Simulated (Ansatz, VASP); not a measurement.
**Be: VASP beside Ansatz**

Contents of INCAR:

```
SYSTEM = Be
ALGO = Normal
EDIFF = 1E-6
ENCUT = 520
GGA = PE
ISIF = 2
ISMEAR = 0
LASPH = .TRUE.
LCHARG = .FALSE.
LREAL = .FALSE.
LWAVE = .FALSE.
NBANDS = 9
NELM = 80
PREC = Accurate
SIGMA = 1.0
```

Contents of KPOINTS:

```
k-points
0
G
  16 16 9
  0 0 0
```

Contents of POSCAR:

```
Be
1.0
    2.2656737714      0.0000000000      0.0000000000
   -1.1328368857      1.9621310427      0.0000000000
    0.0000000000      0.0000000000      3.5587036811
Be
2
Direct
    0.3333333333      0.6666666667      0.2500000000
    0.6666666667      0.3333333333      0.7500000000
```

Input for Ansatz:

```yaml
crystal:
  lattice:
    - [2.2656737714, 0.0, 0.0]
    - [-1.1328368857, 1.9621310427, 0.0]
    - [0.0, 0.0, 3.5587036811]
  atoms:
    - { symbol: Be, position: [0.3333333333, 0.6666666667, 0.25] }
    - { symbol: Be, position: [0.6666666667, 0.3333333333, 0.75] }
hamiltonian:
  xc: pbe
  pseudopotentials:
    kind: paw
    azcp:
      Be: "pseudopotentials/Be.paw.azcp"
basis:
  ecutwfc: 420
  fft_grid_basis: typed
kpoints:
  mp_grid: { grid: [16, 16, 9], shift: [0, 0, 0] }
magnetization:
  spin_polarized: false
scf:
  occupations: { method: gaussian, width: 1.0 }
  lower_state_search: "off"
output:
  stress: true
```

Alike in both runs: task single point; functional PBE; k mesh 16 × 16 × 9; occupations gaussian, width 1 eV; no spin polarisation.

|  | VASP | Ansatz |
| --- | --- | --- |
| version | VASP 6.6.1 | Ansatz 0.2.0 |
| potentials or method | VASP PAW PBE potentials, release 64 (Be), cutoff 520 eV | plane waves (420 eV) with PAW, scalar-relativistic |
| valence electrons in the cell | 4 | 4 |

```csv
,VASP,Ansatz,Ansatz less VASP
pressure (GPa),0.6,0.4,-0.15
"traceless stress, the component that is largest in VASP (GPa)",0.53,0.49,-0.032
```
